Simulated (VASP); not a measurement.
# KI (Fm-3m) in VASP: single point with PBE

Aim: the single point of KI with PBE.

All numbers are computed with VASP 6.6.1; they aren't measurements. Logs are shortened: lines on timing, memory, paths and dates and some standing lists are left out, and cuts for length are marked.

### 1 The cell of the first run

It takes space group Fm-3m (No. 225, cubic). Conventional cell: a = 7.016 Å, b = 7.016 Å, c = 7.016 Å, α = 90.00°, β = 90.00°, γ = 90.00°. K (site symmetry m-3m) has 6 I at 3.51 Å within 4.6 Å. I (site symmetry m-3m) has 6 K at 3.51 Å within 4.6 Å.

### 2 Single point, PBE

POSCAR

```
KI
1.0
    0.0000000000      3.5079050000      3.5079050000
    3.5079050000      0.0000000000      3.5079050000
    3.5079050000      3.5079050000      0.0000000000
K I
1 1
Direct
    0.0000000000      0.0000000000      0.0000000000
    0.5000000000      0.5000000000      0.5000000000
```

INCAR.step1

```
  PREC = Accurate
  ENCUT = 520
  EDIFF = 1E-7
  ISMEAR = -1
  SIGMA = 0.1
  LREAL = F
  LASPH = T
  NELM = 100
  ALGO = Normal
  ISIF = 2
  LWAVE = F
  LCHARG = T
  GGA = PE
  NBANDS = 15
```

KPOINTS.step1

```
Automatic mesh
0
Gamma
  6 6 6
```

INCAR.step2

```
  PREC = Accurate
  ENCUT = 520
  EDIFF = 1E-7
  ISMEAR = -5
  SIGMA = 0.1
  LREAL = F
  LASPH = T
  NELM = 100
  ALGO = Normal
  ISIF = 2
  LWAVE = F
  LCHARG = F
  GGA = PE
  LORBIT = 11
  NBANDS = 15
  NEDOS = 1001
  ICHARG = 11
```

KPOINTS.step2

```
Automatic mesh
0
Gamma
  9 9 9
```

Potentials or basis: VASP PAW PBE potentials, release 64 (K_sv, I).

Run with:

```bash
$ cat potpaw_PBE.64/K_sv/POTCAR potpaw_PBE.64/I/POTCAR > POTCAR
$ cp INCAR.step1 INCAR
$ cp KPOINTS.step1 KPOINTS
$ mpirun -np 1 vasp_std > vasp.out
$ cp INCAR.step2 INCAR
$ cp KPOINTS.step2 KPOINTS
$ mpirun -np 1 vasp_std > vasp.out
```

OUTCAR:

```text
PREC = Accurate
   ENCUT = 520
   EDIFF = 1E-7
   ISMEAR = -5
   LREAL = F
   LASPH = T
   NELM = 100
   ISIF = 2
   GGA = PE
   LORBIT = 11
   ICHARG = 11

 ion  position               nearest neighbor table
   1  0.000  0.000  0.000-   2 3.51   2 3.51   2 3.51   2 3.51   2 3.51   2 3.51
   2  0.500  0.500  0.500-   1 3.51   1 3.51   1 3.51   1 3.51   1 3.51   1 3.51

  LATTYP: Found a face centered cubic cell.
 ALAT       =     7.0158100000

  Lattice vectors:

 A1 = (   0.0000000000,   3.5079050000,   3.5079050000)
 A2 = (   3.5079050000,   0.0000000000,   3.5079050000)
 A3 = (   3.5079050000,   3.5079050000,   0.0000000000)

Analysis of symmetry for initial positions (statically):
=====================================================================
 Subroutine PRICEL returns:
 Original cell was already a primitive cell.

 Routine SETGRP: Setting up the symmetry group for a
 face centered cubic supercell.

 Subroutine GETGRP returns: Found 48 space group operations
 (whereof 48 operations were pure point group operations)
 out of a pool of 48 trial point group operations.

The static configuration has the point symmetry O_h .

Analysis of symmetry for dynamics (positions and initial velocities):
=====================================================================
 Subroutine PRICEL returns:
 Original cell was already a primitive cell.

 Routine SETGRP: Setting up the symmetry group for a
 face centered cubic supercell.

 Subroutine GETGRP returns: Found 48 space group operations
 (whereof 48 operations were pure point group operations)
 out of a pool of 48 trial point group operations.

The dynamic configuration has the point symmetry O_h .

 Subroutine INISYM returns: Found 48 space group operations
 (whereof 48 operations are pure point group operations),
 and found     1 'primitive' translations

----------------------------------------------------------------------------------------

                                     Primitive cell

  volume of cell :      86.3323

  direct lattice vectors                    reciprocal lattice vectors
     0.000000000  3.507905000  3.507905000    -0.142535217  0.142535217  0.142535217
     3.507905000  0.000000000  3.507905000     0.142535217 -0.142535217  0.142535217
     3.507905000  3.507905000  0.000000000     0.142535217  0.142535217 -0.142535217

  length of vectors
     4.960926827  4.960926827  4.960926827     0.246878238  0.246878238  0.246878238

  position of ions in fractional coordinates (direct lattice)
     0.000000000  0.000000000  0.000000000
     0.500000000  0.500000000  0.500000000

  ion indices of the primitive-cell ions
   primitive index   ion index
                 1           1
                 2           2

----------------------------------------------------------------------------------------

 KPOINTS: Automatic mesh

Automatic generation of k-mesh.
 Grid dimensions read from file:
 generate k-points for:    9    9    9

 Generating k-lattice:

  Cartesian coordinates                     Fractional coordinates (reciprocal lattice)
    -0.015837246  0.015837246  0.015837246     0.111111111  0.000000000  0.000000000
     0.015837246 -0.015837246  0.015837246     0.000000000  0.111111111  0.000000000
     0.015837246  0.015837246 -0.015837246     0.000000000  0.000000000  0.111111111

  Length of vectors
     0.027430915  0.027430915  0.027430915

  Shift w.r.t. Gamma in fractional coordinates (k-lattice)
     0.000000000  0.000000000  0.000000000

 TETIRR: Found    115 inequivalent tetrahedra from     4374

 Subroutine IBZKPT returns following result:
 ===========================================

 Found     35 irreducible k-points:

 Following reciprocal coordinates:
            Coordinates               Weight
  0.000000  0.000000  0.000000      1.000000
  0.111111  0.000000  0.000000      8.000000
  0.222222  0.000000  0.000000      8.000000
  0.333333  0.000000  0.000000      8.000000
  0.444444  0.000000  0.000000      8.000000
  0.111111  0.111111  0.000000      6.000000
[... 16 lines left out ...]
 -0.333333  0.333333  0.000000     12.000000
  0.444444  0.444444  0.000000      6.000000
 [... further k-points ...]
   k-points           NKPTS =     35   k-points in BZ     NKDIM =     35   number of bands    NBANDS=     15
   number of dos      NEDOS =   1001   number of ions     NIONS =      2
   total plane-waves  NPLWV =  64000
   dimension x,y,z NGX =    40 NGY =   40 NGZ =   40
   dimension x,y,z NGXF=    80 NGYF=   80 NGZF=   80
   ions per type =               1   1
   NGX,Y,Z   is equivalent  to a cutoff of  13.40, 13.40, 13.40 a.u.
   NGXF,Y,Z  is equivalent  to a cutoff of  26.81, 26.81, 26.81 a.u.
 SYSTEM =  unknown system
   PREC   = accura    normal or accurate (medium, high low for compatibility)
   ISTART =      0    job   : 0-new  1-cont  2-samecut
   ICHARG =     11    charge: 1-file 2-atom 10-const
   ISPIN  =      1    spin polarized calculation?
   LNONCOLLINEAR =      F non collinear calculations
   LSORBIT =      F    spin-orbit coupling
   LASPH  =      T    aspherical Exc in radial PAW
   ENCUT  =  520.0 eV  38.22 Ry    6.18 a.u.   9.22  9.22  9.22*2*pi/ulx,y,z
   NELM   =    100;   NELMIN=  2; NELMDL=  0     # of ELM steps
   EDIFF  = 0.1E-06   stopping-criterion for ELM
   LREAL  =      F    real-space projection
   EDIFFG = 0.1E-05   stopping-criterion for IOM
   NSW    =      0    number of steps for IOM
   IBRION =     -1    ionic relax: 0-MD 1-quasi-New 2-CG
   NFREE  =      0    steps in history (QN), initial steepest desc. (CG)
   ISIF   =      2    stress and relaxation
   ISYM   =      2    0-nonsym 1-usesym 2-fastsym
   POTIM  = 0.5000    time-step for ionic-motion
   TEBEG  =    0.0;   TEEND  =   0.0 temperature during run
   PSTRESS=    0.0 pullay stress
   NELECT =      16.0000    total number of electrons
   NUPDOWN=      -1.0000    fix difference up-down
   EMIN   =  10.00;   EMAX   =-10.00  energy-range for DOS
   EFERMI =   0.00;   METHOD = LEGACY
   ISMEAR =    -5;   SIGMA  =   0.10  broadening in eV -4-tet -1-fermi 0-gaus
   EFERMI_NEDOS =   21; number of points for ismear=-14 and -15
   IALGO  =     38    algorithm
   IMIX   =      4    mixing-type and parameters
     AMIX     =   0.40;   BMIX     =  1.00
     AMIX_MAG =   1.60;   BMIX_MAG =  1.00
  volume/ion in A,a.u.               =      43.17       291.30
  Fermi-wavevector in a.u.,A,eV,Ry     =   0.933377  1.763826 11.853290  0.871192
  Thomas-Fermi vector in A             =   2.060072
   LORBIT       =     11    0 simple, 1 ext, 2 COOP (PROOUT), +10 PAW based schemes
   GGA     = PE    functional components
   LHFCALC =     F    Hartree Fock is set to
   AEXX    =    0.0000 exact exchange contribution
   IVDW    =     0    specifies the selected vdW correction
   LEPSILON=     F    determine dielectric tensor
   LRPA    =     F    only Hartree local field effects (RPA)
 non-spin polarized calculation
 Fermi weights with tetrahedron method with Bloechl corrections
  energy-cutoff  :      520.00
  volume of cell :       86.33
 maximum number of plane-waves:      2357
 NGX is ok and might be reduce to    40

 number of electron      15.9999999 magnetization

 Free energy of the ion-electron system (eV)
  ---------------------------------------------------
  ext. energy  EPLUGINS =         0.00000000
  ---------------------------------------------------
  free energy    TOTEN  =        -5.54748819 eV

  energy without entropy =       -5.54748819  energy(sigma->0) =       -5.54748819

 E-fermi :  -0.2921     XC(G=0):  -7.2609

 val. band max:       -0.3038777125   @ k =   0.0000   0.0000   0.0000
 cond. band min:       3.7090700120   @ k =   0.0000   0.0000   0.0000
 fundamental gap:      4.0129477245
 Fermi energy:        -0.2920738100

 k-point     1 :       0.0000    0.0000    0.0000
  band No.  band energies     occupation
      1     -28.7693      2.00000
      2     -12.2597      2.00000
      3     -12.2597      2.00000
      4     -12.2597      2.00000
      5     -10.8384      2.00000
      6      -0.3039      2.00000
      7      -0.3039      2.00000
      8      -0.3039      2.00000
      9       3.7091      0.00000
     10       6.1834      0.00000
     11       6.1834      0.00000
     12       6.1834      0.00000
     13       6.9149      0.00000
     14       6.9149      0.00000
     15       9.5087      0.00000

 k-point     2 :       0.1111    0.0000    0.0000
  band No.  band energies     occupation
      1     -28.7690      2.00000
      2     -12.2821      2.00000
      3     -12.2600      2.00000
      4     -12.2600      2.00000
      5     -10.8001      2.00000
      6      -0.5205      2.00000
      7      -0.3492      2.00000
      8      -0.3492      2.00000
      9       4.0249      0.00000
     10       6.1220      0.00000
     11       6.3204      0.00000
     12       6.3204      0.00000
     13       7.0619      0.00000
     14       7.0619      0.00000
     15       9.9401      0.00000
[... 365 lines left out ...]
      3     -12.2951      2.00000
      4     -12.2692      2.00000
      5     -10.5967      2.00000
      6      -1.2536      2.00000
      7      -1.0835      2.00000
      8      -0.6993      2.00000
      9       5.6852      0.00000
     10       6.7597      0.00000
     11       6.9133      0.00000
     12       7.9805      0.00000
     13       8.2679      0.00000
     14       8.5328      0.00000
     15       9.9212      0.00000

 k-point    24 :       0.4444    0.4444    0.0000
  band No.  band energies     occupation
      1     -28.7663      2.00000
      2     -12.3127      2.00000
      3     -12.2792      2.00000
      4     -12.2792      2.00000
      5     -10.6821      2.00000
      6      -1.3335      2.00000
      7      -0.6735      2.00000
      8      -0.6735      2.00000
      9       4.6265      0.00000
     10       5.5333      0.00000
     11       7.7786      0.00000
     12       8.1217      0.00000
     13       9.0240      0.00000
     14       9.3196      0.00000
     15       9.3196      0.00000

 [... further k-points ...]

------------------------ aborting loop because EDIFF is reached ----------------------------------------

  FORCE on cell =-STRESS in cart. coord.  units (eV):
  Direction    XX          YY          ZZ          XY          YZ          ZX
  --------------------------------------------------------------------------------------
  -------------------------------------------------------------------------------------
  Total        0.4908710      0.4908710      0.4908710      0.0000000     -0.0000000      0.0000000
  in kB        9.1097086      9.1097086      9.1097086      0.0000000     -0.0000000      0.0000000
  external PRESSURE =       9.1097086 kB  Pullay stress =       0.0000000 kB

 VOLUME and BASIS-vectors are now :
 -----------------------------------------------------------------------------
  energy-cutoff  :      520.00
  volume of cell :       86.33
      direct lattice vectors                 reciprocal lattice vectors
     0.000000000  3.507905000  3.507905000    -0.142535217  0.142535217  0.142535217
     3.507905000  0.000000000  3.507905000     0.142535217 -0.142535217  0.142535217
     3.507905000  3.507905000  0.000000000     0.142535217  0.142535217 -0.142535217

 POSITION                                       TOTAL-FORCE (eV/Angst)
 -----------------------------------------------------------------------------------
      0.00000      0.00000      0.00000         0.000000     -0.000000     -0.000000
      3.50791      3.50791      3.50791        -0.000000      0.000000      0.000000
 -----------------------------------------------------------------------------------
    total drift:                                0.000000     -0.000000     -0.000000

  FREE ENERGIE OF THE ION-ELECTRON SYSTEM (eV)
  ---------------------------------------------------
  free  energy   TOTEN  =        -5.5474881921 eV

  energy  without entropy=       -5.5474881921  energy(sigma->0) =       -5.54748819

 total charge

# of ion       s       p       d       tot
------------------------------------------
    1        1.958   5.579   0.024   7.561
    2        1.492   2.860   0.001   4.353
--------------------------------------------------
tot          3.450   8.438   0.025  11.914
```

Run time: 48 s. Hardware: 1 thread of Intel Xeon Platinum 8375C at 2.90GHz (Ice Lake), shared host; peak memory 0.25 GiB.

What came out:

* Valence electrons inside the program's atomic spheres: K 7.56; I 4.35

Caveat: spin-orbit coupling is left out, which moves the levels of the heavy elements.
